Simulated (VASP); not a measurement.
# ZrN (Fm-3m) in VASP: a series of runs

The runs below take ZrN through single point, relaxation of cell and atoms, with PBE.

Program: VASP 6.6.1. These are calculated values, not measurements. Logs are shortened: lines on timing, memory, paths and dates and some standing lists are left out, and cuts for length are marked.

**1. The cell of the first run**

It takes space group Fm-3m (No. 225, cubic). The conventional cell has a = 4.509 Å, b = 4.509 Å, c = 4.509 Å, α = 90.00°, β = 90.00°, γ = 90.00°. Zr (site symmetry m-3m) has 6 N at 2.25 Å within 3.0 Å. Within 3.0 Å of N (site symmetry m-3m) lie 6 Zr at 2.25 Å.

**2. Single point, PBE**

INCAR reads:

```
SYSTEM = ZrN
ALGO = Normal
EDIFF = 1E-6
ENCUT = 600
GGA = PE
GGA_COMPAT = .False.
ISIF = 2
ISMEAR = -1
LASPH = .True.
LCHARG = .False.
LREAL = .False.
LWAVE = .False.
NBANDS = 16
NELM = 120
PREC = Accurate
SIGMA = 0.15
```

KPOINTS reads:

```
k-points
0
Gamma
  16 16 16
  0 0 0
```

POSCAR reads:

```
ZrN
1.0
    0.0000000000      2.2546543317      2.2546543317
    2.2546543317      0.0000000000      2.2546543317
    2.2546543317      2.2546543317      0.0000000000
Zr N
1 1
Direct
    0.0000000000      0.0000000000      0.0000000000
    0.5000000000      0.5000000000      0.5000000000
```

Potentials or basis: VASP PAW PBE potentials, release 64 (Zr_sv, N).

Started as:

```sh
$ cat potpaw_PBE.64/Zr_sv/POTCAR potpaw_PBE.64/N/POTCAR > POTCAR
$ mpirun -np 1 vasp_std > vasp.out
```

OUTCAR:

```text
SYSTEM = ZrN
   EDIFF = 1E-6
   ENCUT = 600
   GGA = PE
   ISIF = 2
   ISMEAR = -1
   LASPH = .True.
   LREAL = .False.
   NELM = 120
   PREC = Accurate

 ion  position               nearest neighbor table
   1  0.000  0.000  0.000-   2 2.25   2 2.25   2 2.25   2 2.25   2 2.25   2 2.25
   2  0.500  0.500  0.500-   1 2.25   1 2.25   1 2.25   1 2.25   1 2.25   1 2.25

  LATTYP: Found a face centered cubic cell.
 ALAT       =     4.5093086634

  Lattice vectors:

 A1 = (   0.0000000000,   2.2546543317,   2.2546543317)
 A2 = (   2.2546543317,   0.0000000000,   2.2546543317)
 A3 = (   2.2546543317,   2.2546543317,   0.0000000000)

Analysis of symmetry for initial positions (statically):
=====================================================================
 Subroutine PRICEL returns:
 Original cell was already a primitive cell.

 Routine SETGRP: Setting up the symmetry group for a
 face centered cubic supercell.

 Subroutine GETGRP returns: Found 48 space group operations
 (whereof 48 operations were pure point group operations)
 out of a pool of 48 trial point group operations.

The static configuration has the point symmetry O_h .

Analysis of symmetry for dynamics (positions and initial velocities):
=====================================================================
 Subroutine PRICEL returns:
 Original cell was already a primitive cell.

 Routine SETGRP: Setting up the symmetry group for a
 face centered cubic supercell.

 Subroutine GETGRP returns: Found 48 space group operations
 (whereof 48 operations were pure point group operations)
 out of a pool of 48 trial point group operations.

The dynamic configuration has the point symmetry O_h .

 Subroutine INISYM returns: Found 48 space group operations
 (whereof 48 operations are pure point group operations),
 and found     1 'primitive' translations

----------------------------------------------------------------------------------------

                                     Primitive cell

  volume of cell :      22.9229

  direct lattice vectors                    reciprocal lattice vectors
     0.000000000  2.254654332  2.254654332    -0.221763484  0.221763484  0.221763484
     2.254654332  0.000000000  2.254654332     0.221763484 -0.221763484  0.221763484
     2.254654332  2.254654332  0.000000000     0.221763484  0.221763484 -0.221763484

  length of vectors
     3.188562734  3.188562734  3.188562734     0.384105622  0.384105622  0.384105622

  position of ions in fractional coordinates (direct lattice)
     0.000000000  0.000000000  0.000000000
     0.500000000  0.500000000  0.500000000

  ion indices of the primitive-cell ions
   primitive index   ion index
                 1           1
                 2           2

----------------------------------------------------------------------------------------

 KPOINTS: k-points

Automatic generation of k-mesh.
 Grid dimensions read from file:
 generate k-points for:   16   16   16

 Generating k-lattice:

  Cartesian coordinates                     Fractional coordinates (reciprocal lattice)
    -0.013860218  0.013860218  0.013860218     0.062500000  0.000000000  0.000000000
     0.013860218 -0.013860218  0.013860218     0.000000000  0.062500000  0.000000000
     0.013860218  0.013860218 -0.013860218     0.000000000  0.000000000  0.062500000

  Length of vectors
     0.024006601  0.024006601  0.024006601

  Shift w.r.t. Gamma in fractional coordinates (k-lattice)
     0.000000000  0.000000000  0.000000000

 Subroutine IBZKPT returns following result:
 ===========================================

 Found    145 irreducible k-points:

 Following reciprocal coordinates:
            Coordinates               Weight
  0.000000  0.000000  0.000000      1.000000
  0.062500  0.000000  0.000000      8.000000
  0.125000  0.000000  0.000000      8.000000
  0.187500  0.000000  0.000000      8.000000
  0.250000  0.000000  0.000000      8.000000
  0.312500  0.000000  0.000000      8.000000
[... 16 lines left out ...]
 -0.125000  0.062500  0.000000     24.000000
 -0.062500  0.062500  0.000000     12.000000
 [... further k-points ...]
   k-points           NKPTS =    145   k-points in BZ     NKDIM =    145   number of bands    NBANDS=     16
   number of dos      NEDOS =    301   number of ions     NIONS =      2
   total plane-waves  NPLWV =  21952
   dimension x,y,z NGX =    28 NGY =   28 NGZ =   28
   dimension x,y,z NGXF=    56 NGYF=   56 NGZF=   56
   ions per type =               1   1
   NGX,Y,Z   is equivalent  to a cutoff of  14.60, 14.60, 14.60 a.u.
   NGXF,Y,Z  is equivalent  to a cutoff of  29.20, 29.20, 29.20 a.u.
 SYSTEM =  ZrN
   PREC   = accura    normal or accurate (medium, high low for compatibility)
   ISTART =      0    job   : 0-new  1-cont  2-samecut
   ICHARG =      2    charge: 1-file 2-atom 10-const
   ISPIN  =      1    spin polarized calculation?
   LNONCOLLINEAR =      F non collinear calculations
   LSORBIT =      F    spin-orbit coupling
   LASPH  =      T    aspherical Exc in radial PAW
   ENCUT  =  600.0 eV  44.10 Ry    6.64 a.u.   6.37  6.37  6.37*2*pi/ulx,y,z
   NELM   =    120;   NELMIN=  2; NELMDL= -5     # of ELM steps
   EDIFF  = 0.1E-05   stopping-criterion for ELM
   LREAL  =      F    real-space projection
   EDIFFG = 0.1E-04   stopping-criterion for IOM
   NSW    =      0    number of steps for IOM
   IBRION =     -1    ionic relax: 0-MD 1-quasi-New 2-CG
   NFREE  =      0    steps in history (QN), initial steepest desc. (CG)
   ISIF   =      2    stress and relaxation
   ISYM   =      2    0-nonsym 1-usesym 2-fastsym
   POTIM  = 0.5000    time-step for ionic-motion
   TEBEG  =    0.0;   TEEND  =   0.0 temperature during run
   PSTRESS=    0.0 pullay stress
   NELECT =      17.0000    total number of electrons
   NUPDOWN=      -1.0000    fix difference up-down
   EMIN   =  10.00;   EMAX   =-10.00  energy-range for DOS
   EFERMI =   0.00;   METHOD = LEGACY
   ISMEAR =    -1;   SIGMA  =   0.15  broadening in eV -4-tet -1-fermi 0-gaus
   EFERMI_NEDOS =   21; number of points for ismear=-14 and -15
   IALGO  =     38    algorithm
   IMIX   =      4    mixing-type and parameters
     AMIX     =   0.40;   BMIX     =  1.00
     AMIX_MAG =   1.60;   BMIX_MAG =  1.00
  volume/ion in A,a.u.               =      11.46        77.35
  Fermi-wavevector in a.u.,A,eV,Ry     =   1.481840  2.800271 29.876331  2.195848
  Thomas-Fermi vector in A             =   2.595700
   LORBIT       =      0    0 simple, 1 ext, 2 COOP (PROOUT), +10 PAW based schemes
   GGA     = PE    functional components
   LHFCALC =     F    Hartree Fock is set to
   AEXX    =    0.0000 exact exchange contribution
   IVDW    =     0    specifies the selected vdW correction
   LEPSILON=     F    determine dielectric tensor
   LRPA    =     F    only Hartree local field effects (RPA)
 non-spin polarized calculation
  energy-cutoff  :      600.00
  volume of cell :       22.92
 maximum number of plane-waves:       778
 NGX is ok and might be reduce to    28
   NGX = 13   NGY = 13   NGZ = 13

 number of electron      17.0000001 magnetization

 Free energy of the ion-electron system (eV)
  ---------------------------------------------------
  ext. energy  EPLUGINS =         0.00000000
  ---------------------------------------------------
  free energy    TOTEN  =       -20.33014375 eV

  energy without entropy =      -20.28482649  energy(sigma->0) =      -20.30748512

 E-fermi :  12.6319     XC(G=0): -12.7676

 val. band max:       12.6181956016   @ k =   0.4375   0.1875   0.0625
 cond. band min:      12.6349470226   @ k =  -0.1250   0.0625   0.0000
 fundamental gap:      0.0167514210
 Fermi energy:        12.6318936854

 k-point     1 :       0.0000    0.0000    0.0000
  band No.  band energies     occupation
      1     -36.8323      2.00000
      2     -14.3976      2.00000
      3     -14.3976      2.00000
      4     -14.3976      2.00000
      5      -3.8608      2.00000
      6       9.8976      2.00000
[... 8 lines left out ...]
     15      21.8668      0.00000
     16      36.0646      0.00000

 k-point     2 :       0.0625    0.0000    0.0000
  band No.  band energies     occupation
      1     -36.8257      2.00000
      2     -14.4579      2.00000
      3     -14.4018      2.00000
      4     -14.4018      2.00000
      5      -3.7704      2.00000
      6       9.5428      2.00000
[... 8 lines left out ...]
     15      22.1536      0.00000
     16      34.9984      0.00000

 k-point     3 :       0.1250    0.0000    0.0000
  band No.  band energies     occupation
      1     -36.8069      2.00000
      2     -14.6255      2.00000
      3     -14.4137      2.00000
      4     -14.4137      2.00000
      5      -3.5147      2.00000
      6       8.7341      2.00000
[... 8 lines left out ...]
     15      22.9469      0.00000
     16      33.2614      0.00000

 k-point     4 :       0.1875    0.0000    0.0000
  band No.  band energies     occupation
      1     -36.7785      2.00000
      2     -14.8658      2.00000
      3     -14.4314      2.00000
      4     -14.4314      2.00000
      5      -3.1341      2.00000
      6       7.7816      2.00000
[... 8 lines left out ...]
     15      24.0433      0.00000
     16      31.6956      0.00000

 k-point     5 :       0.2500    0.0000    0.0000
  band No.  band energies     occupation
      1     -36.7448      2.00000
      2     -15.1353      2.00000
      3     -14.4521      2.00000
      4     -14.4521      2.00000
      5      -2.6829      2.00000
      6       6.8410      2.00000
[... 8 lines left out ...]
     15      25.0625      0.00000
     16      30.3635      0.00000

 k-point     6 :       0.3125    0.0000    0.0000
  band No.  band energies     occupation
      1     -36.7108      2.00000
      2     -15.3919      2.00000
      3     -14.4727      2.00000
      4     -14.4727      2.00000
      5      -2.2209      2.00000
      6       5.9989      2.00000
[... 8 lines left out ...]
     15      25.5871      0.00000
     16      28.5082      0.00000

 k-point     7 :       0.3750    0.0000    0.0000
  band No.  band energies     occupation
      1     -36.6818      2.00000
      2     -15.6005      2.00000
      3     -14.4900      2.00000
      4     -14.4900      2.00000
      5      -1.8114      2.00000
      6       5.3213      2.00000
[... 8 lines left out ...]
     15      25.8412      0.00000
     16      26.8952      0.00000

 k-point     8 :       0.4375    0.0000    0.0000
  band No.  band energies     occupation
      1     -36.6622      2.00000
      2     -15.7359      2.00000
      3     -14.5015      2.00000
      4     -14.5015      2.00000
      5      -1.5224      2.00000
      6       4.8732      2.00000
[... 8 lines left out ...]
     15      25.7160      0.00000
     16      25.7160      0.00000

 k-point     9 :       0.5000    0.0000    0.0000
  band No.  band energies     occupation
      1     -36.6554      2.00000
      2     -15.7827      2.00000
      3     -14.5055      2.00000
      4     -14.5055      2.00000
      5      -1.4168      2.00000
      6       4.7148      2.00000
[... 8 lines left out ...]
     15      25.2572      0.00000
     16      25.2572      0.00000
[... 172 lines left out ...]
 k-point    19 :      -0.3750    0.0625    0.0000
  band No.  band energies     occupation
      1     -36.6709      2.00000
      2     -15.6381      2.00000
      3     -14.5456      2.00000
      4     -14.4871      2.00000
      5      -1.7421      2.00000
      6       5.1972      2.00000
[... 8 lines left out ...]
     15      25.8240      0.00000
     16      26.1977      0.00000

 k-point    20 :      -0.3125    0.0625    0.0000
  band No.  band energies     occupation
      1     -36.6967      2.00000
      2     -15.4577      2.00000
      3     -14.5352      2.00000
      4     -14.4641      2.00000
      5      -2.0891      2.00000
      6       5.7456      2.00000
[... 8 lines left out ...]
     15      25.7133      0.00000
     16      27.2795      0.00000

 k-point    21 :      -0.2500    0.0625    0.0000
  band No.  band energies     occupation
      1     -36.7291      2.00000
      2     -15.2226      2.00000
      3     -14.5162      2.00000
      4     -14.4404      2.00000
      5      -2.5116      2.00000
      6       6.4667      2.00000
[... 8 lines left out ...]
     15      25.4159      0.00000
     16      28.6216      0.00000

 k-point    22 :      -0.1875    0.0625    0.0000
  band No.  band energies     occupation
      1     -36.7629      2.00000
      2     -14.9641      2.00000
      3     -14.4910      2.00000
      4     -14.4195      2.00000
      5      -2.9479      2.00000
      6       7.2981      2.00000
[... 8 lines left out ...]
     15      24.5880      0.00000
     16      30.1012      0.00000

 k-point    23 :      -0.1250    0.0625    0.0000
  band No.  band energies     occupation
      1     -36.7930      2.00000
      2     -14.7220      2.00000
      3     -14.4622      2.00000
      4     -14.4048      2.00000
      5      -3.3385      2.00000
      6       8.1678      2.00000
[... 8 lines left out ...]
     15      23.5026      0.00000
     16      31.8393      0.00000

 k-point    24 :      -0.0625    0.0625    0.0000
  band No.  band energies     occupation
      1     -36.8151      2.00000
      2     -14.5413      2.00000
      3     -14.4309      2.00000
      4     -14.3986      2.00000
      5      -3.6277      2.00000
      6       8.9770      2.00000
[... 8 lines left out ...]
     15      22.6075      0.00000
     16      33.6936      0.00000

 [... further k-points ...]

------------------------ aborting loop because EDIFF is reached ----------------------------------------

  FORCE on cell =-STRESS in cart. coord.  units (eV):
  Direction    XX          YY          ZZ          XY          YZ          ZX
  --------------------------------------------------------------------------------------
  -------------------------------------------------------------------------------------
  Total        2.3167546      2.3167546      2.3167546     -0.0000000     -0.0000000      0.0000000
  in kB      161.9275393    161.9275393    161.9275393     -0.0000000     -0.0000000      0.0000000
  external PRESSURE =     161.9275393 kB  Pullay stress =       0.0000000 kB

 VOLUME and BASIS-vectors are now :
 -----------------------------------------------------------------------------
  energy-cutoff  :      600.00
  volume of cell :       22.92
      direct lattice vectors                 reciprocal lattice vectors
     0.000000000  2.254654332  2.254654332    -0.221763484  0.221763484  0.221763484
     2.254654332  0.000000000  2.254654332     0.221763484 -0.221763484  0.221763484
     2.254654332  2.254654332  0.000000000     0.221763484  0.221763484 -0.221763484

 POSITION                                       TOTAL-FORCE (eV/Angst)
 -----------------------------------------------------------------------------------
      0.00000      0.00000      0.00000        -0.000000      0.000000     -0.000000
      2.25465      2.25465      2.25465         0.000000     -0.000000      0.000000
 -----------------------------------------------------------------------------------
    total drift:                                0.000000      0.000000      0.000000

  FREE ENERGIE OF THE ION-ELECTRON SYSTEM (eV)
  ---------------------------------------------------
  free  energy   TOTEN  =       -20.3301437534 eV

  energy  without entropy=      -20.2848264879  energy(sigma->0) =      -20.30748512
```

Wall time 87 s (1 thread of AMD EPYC 7R43 (Zen 3), shared host); peak memory 0.16 GiB.

Results:

```yaml
Free_energy: -20.3301 eV
Pressure: 16.2 GPa
```

[end of part 1 of 2]
